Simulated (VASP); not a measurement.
# ZnSe (F-43m) in VASP: a series of runs, part 2 of 2

VASP 6.6.1. Earlier steps stand in the parts before.

## Step 4: Vibrations by perturbation theory, PBE

This run uses another cell than the first one, of 18.34 Å³/atom, 0.805 times its volume.

Input file INCAR:

```
ALGO = Normal
EDIFF = 1E-8
ENCUT = 520
GGA = PE
IBRION = 8
ISIF = 2
ISMEAR = 0
LASPH = True
LCHARG = False
LEPSILON = True
LREAL = False
LWAVE = False
NBANDS = 16
NELM = 60
NSW = 1
PREC = Accurate
SIGMA = 0.01
```

Input file KPOINTS:

```
k-points
0
Gamma
  10 10 10
```

Input file POSCAR:

```
ZnSe
1.0
    0.0000000000      2.6370866880      2.6370866880
    2.6370866880      0.0000000000      2.6370866880
    2.6370866880      2.6370866880      0.0000000000
Zn Se
1 1
Direct
    0.0000000000      0.0000000000      0.0000000000
    0.7500000000      0.7500000000      0.7500000000
```

Potentials or basis: VASP PAW PBE potentials, release 64 (Zn, Se).

Started as:

```console
$ cat potpaw_PBE.64/Zn/POTCAR potpaw_PBE.64/Se/POTCAR > POTCAR
$ mpirun -np 1 vasp_std > vasp.out
```

OUTCAR:

```text
EDIFF = 1E-8
   ENCUT = 520
   GGA = PE
   IBRION = 8
   ISIF = 2
   ISMEAR = 0
   LASPH = True
   LEPSILON = True
   LREAL = False
   NELM = 60
   NSW = 1
   PREC = Accurate

 ion  position               nearest neighbor table
   1  0.000  0.000  0.000-   2 2.28   2 2.28   2 2.28   2 2.28
   2  0.750  0.750  0.750-   1 2.28   1 2.28   1 2.28   1 2.28

  LATTYP: Found a face centered cubic cell.
 ALAT       =     5.2741733760

  Lattice vectors:

 A1 = (   0.0000000000,   2.6370866880,   2.6370866880)
 A2 = (   2.6370866880,   0.0000000000,   2.6370866880)
 A3 = (   2.6370866880,   2.6370866880,   0.0000000000)

Analysis of symmetry for initial positions (statically):
=====================================================================
 Subroutine PRICEL returns:
 Original cell was already a primitive cell.

 Routine SETGRP: Setting up the symmetry group for a
 face centered cubic supercell.

 Subroutine GETGRP returns: Found 24 space group operations
 (whereof 24 operations were pure point group operations)
 out of a pool of 48 trial point group operations.

The static configuration has the point symmetry T_d .

Analysis of symmetry for dynamics (positions and initial velocities):
=====================================================================
 Subroutine PRICEL returns:
 Original cell was already a primitive cell.

 Routine SETGRP: Setting up the symmetry group for a
 face centered cubic supercell.

 Subroutine GETGRP returns: Found 24 space group operations
 (whereof 24 operations were pure point group operations)
 out of a pool of 48 trial point group operations.

The dynamic configuration has the point symmetry T_d .

 Subroutine INISYM returns: Found 24 space group operations
 (whereof 24 operations are pure point group operations),
 and found     1 'primitive' translations

----------------------------------------------------------------------------------------

                                     Primitive cell

  volume of cell :      36.6778

  direct lattice vectors                    reciprocal lattice vectors
     0.000000000  2.637086688  2.637086688    -0.189603172  0.189603172  0.189603172
     2.637086688  0.000000000  2.637086688     0.189603172 -0.189603172  0.189603172
     2.637086688  2.637086688  0.000000000     0.189603172  0.189603172 -0.189603172

  length of vectors
     3.729403759  3.729403759  3.729403759     0.328402327  0.328402327  0.328402327

  position of ions in fractional coordinates (direct lattice)
     0.000000000  0.000000000  0.000000000
     0.750000000  0.750000000  0.750000000

  ion indices of the primitive-cell ions
   primitive index   ion index
                 1           1
[... 642 lines left out ...]
    -0.00040  0.59184  0.00000
     0.59184 -0.00040  0.00000
     0.00000  0.00000  0.00008

--------------------------------------- Ionic step        4  -------------------------------------------

------------------------ aborting loop because EDIFF is reached ----------------------------------------

[... ionic steps 5 to 6 ...]

--------------------------------------- Ionic step        7  -------------------------------------------

 Free energy of the ion-electron system (eV)
  ---------------------------------------------------
  ---------------------------------------------------
  free energy    TOTEN  =        -0.08156039 eV

  energy without entropy =       -0.08156039

------------------------ aborting loop because EDIFF is reached ----------------------------------------

 INTERNAL STRAIN TENSOR  FOR ION    2  DIRECTION 1   (eV/Angst):
 -----------------------------------------------------------------------------
    -0.01869  0.00000  0.00000
     0.00000  0.01678 15.56828
     0.00000 15.56828  0.01678

 MACROSCOPIC STATIC DIELECTRIC TENSOR (including local field effects in DFT)
 ------------------------------------------------------
           7.058663     0.000000     0.000000
           0.000000     7.058663    -0.000000
           0.000000     0.000000     7.058663
 ------------------------------------------------------

 PIEZOELECTRIC TENSOR (including local field effects)  for field in x, y, z        (e  Angst)
          XX          YY          ZZ          XY          YZ          ZX
  --------------------------------------------------------------------------------
  x     0.00000     0.00000    -0.00000     0.00000     1.36842     0.00000
  y    -0.00000     0.00000     0.00000     0.00000     0.00000     1.36842
  z     0.00000     0.00000     0.00000     1.36842     0.00000     0.00000

 PIEZOELECTRIC TENSOR (including local field effects)  for field in x, y, z        (C/m^2)
          XX          YY          ZZ          XY          YZ          ZX
  --------------------------------------------------------------------------------
  x     0.00000     0.00000    -0.00000     0.00000     0.59776     0.00000
  y    -0.00000     0.00000     0.00000     0.00000     0.00000     0.59776
  z     0.00000     0.00000     0.00000     0.59776     0.00000     0.00000

 BORN EFFECTIVE CHARGES (including local field effects) (in |e|, cummulative output)
 ---------------------------------------------------------------------------------
 ion    1
    1     1.72006     0.00000     0.00000
    2    -0.00000     1.72006     0.00000
    3    -0.00000     0.00000     1.72006
 ion    2
    1    -1.72006    -0.00000    -0.00000
    2     0.00000    -1.72006    -0.00000
    3     0.00000    -0.00000    -1.72006

 INTERNAL STRAIN TENSOR FOR ION    2 for displacements in x,y,z  (eV/Angst):
          X           Y           Z          XY          YZ          ZX
  --------------------------------------------------------------------------------
  x    -0.00000     0.00000     0.00000     0.00000    15.56828     0.00000
  y    -0.00000    -0.00000    -0.00000     0.00000     0.00000    15.56828
  z     0.00000     0.00000    -0.00000    15.56828     0.00000     0.00000

 SECOND DERIVATIVES (NOT SYMMETRIZED)
 ------------------------------------
               1X          1Y          1Z          2X          2Y          2Z
  1X   -11.287400    0.000000    0.000000   11.287400    0.000000    0.000000
  1Y     0.000000  -11.287400    0.000000    0.000000   11.287400    0.000000
  1Z     0.000000    0.000000  -11.287400    0.000000    0.000000   11.287400
  2X    11.276179    0.000000    0.000000  -11.276179    0.000000    0.000000
  2Y     0.000000   11.276179    0.000000    0.000000  -11.276179    0.000000
  2Z     0.000000    0.000000   11.276179    0.000000    0.000000  -11.276179

 Eigenvectors and eigenvalues of the dynamical matrix
 ----------------------------------------------------

   1 f  =    8.780092 THz    55.166942 2PiTHz  292.872329 cm-1    36.311525 meV
             X         Y         Z           dx          dy          dz
      0.000000  0.000000  0.000000     0.570084    0.471439    0.000000
      3.955630  3.955630  3.955630    -0.518531   -0.428807    0.000000
[... 21 lines left out ...]
   6 f/i=    0.002173 THz     0.013656 2PiTHz    0.072498 cm-1     0.008989 meV
             X         Y         Z           dx          dy          dz
      0.000000  0.000000  0.000000     0.202193   -0.430689   -0.475789
      3.955630  3.955630  3.955630     0.222296   -0.473508   -0.523092

--------------------------------------------------------------------------------------------------------

 MACROSCOPIC STATIC DIELECTRIC TENSOR IONIC CONTRIBUTION
 ------------------------------------------------------
           1.293812     0.000000     0.000000
           0.000000     1.293812     0.000000
           0.000000     0.000000     1.293812
 ------------------------------------------------------

 ELASTIC MODULI CONTR FROM IONIC RELAXATION (kBar)
 Direction    XX          YY          ZZ          XY          YZ          ZX
 --------------------------------------------------------------------------------
 XX          -0.0000      0.0000      0.0000     -0.0000      0.0000     -0.0000
 YY           0.0000     -0.0000     -0.0000     -0.0000     -0.0000     -0.0000
 ZZ           0.0000     -0.0000     -0.0000      0.0000     -0.0000     -0.0000
 XY          -0.0000     -0.0000      0.0000   -938.9778      0.0000      0.0000
 YZ           0.0000     -0.0000     -0.0000      0.0000   -938.9778      0.0000
 ZX          -0.0000     -0.0000     -0.0000      0.0000      0.0000   -938.9778
 --------------------------------------------------------------------------------

 PIEZOELECTRIC TENSOR IONIC CONTR  for field in x, y, z        (C/m^2)
          XX          YY          ZZ          XY          YZ          ZX
  --------------------------------------------------------------------------------
  x     0.00000    -0.00000    -0.00000    -0.00000    -1.03714    -0.00000
  y    -0.00000    -0.00000    -0.00000    -0.00000     0.00000    -1.03714
  z    -0.00000    -0.00000     0.00000    -1.03714     0.00000    -0.00000
```

stdout:

```text
POSCAR found type information on POSCAR ZnSe
 POSCAR found :  2 types and       2 ions
 scaLAPACK will be used
 LDA part: xc-table for (Slater+PW92), standard interpolation
 POSCAR, INCAR and KPOINTS ok, starting setup
 FFT: planning ... GRIDC
 FFT: planning ... GRID_SOFT
 FFT: planning ... GRID
 WAVECAR not read
 entering main loop
[... 30 lines left out ...]
 dielectric tensor                  component  3 :     1.094     1.259     7.059
 Linear response DOF=           2
 Linear response progress:
 first order change of Fermi-energy   0.76671E-01
 force on displaced ion       1 direction 1 : -11.287   0.000   0.000
 Born effective charge ion    1 direction 1 :   1.715   0.000   0.000
 Linear response progress:
 first order change of Fermi-energy  -0.76385E-01
 force on displaced ion       2 direction 1 : -11.276   0.000   0.000
 Born effective charge ion    2 direction 1 :  -1.724   0.000   0.000
 Born effective charges drift removed
 Linear response finished
```

Wall time 9.8 min (1 thread of AMD EPYC 9R45 (Zen 5), shared host); peak memory 0.34 GiB.

Results:

```
Electronic dielectric tensor (diagonal)                 : 7.06
Born charges (mean of the diagonal)                     : Zn +1.72; Se -1.72 e
Highest phonon frequency at Γ, LO-TO splitting left out : 293 cm⁻¹
```

Phonon frequencies in cm⁻¹ (negative: imaginary):
```
              q point        frequencies
(0.000, 0.000, 0.000)  0 0 0 293 293 293
```

Electronic dielectric tensor:
```
7.06 0.00 0.00
0.00 7.06 0.00
0.00 0.00 7.06
```

Born effective charge tensors (e):
atom 1, Zn
```
1.72 0.00 0.00
0.00 1.72 0.00
0.00 0.00 1.72
```
atom 2, Se
```
-1.72  0.00  0.00
 0.00 -1.72  0.00
 0.00  0.00 -1.72
```

Caveat: the cell wasn't relaxed at this level first, which shifts response properties.
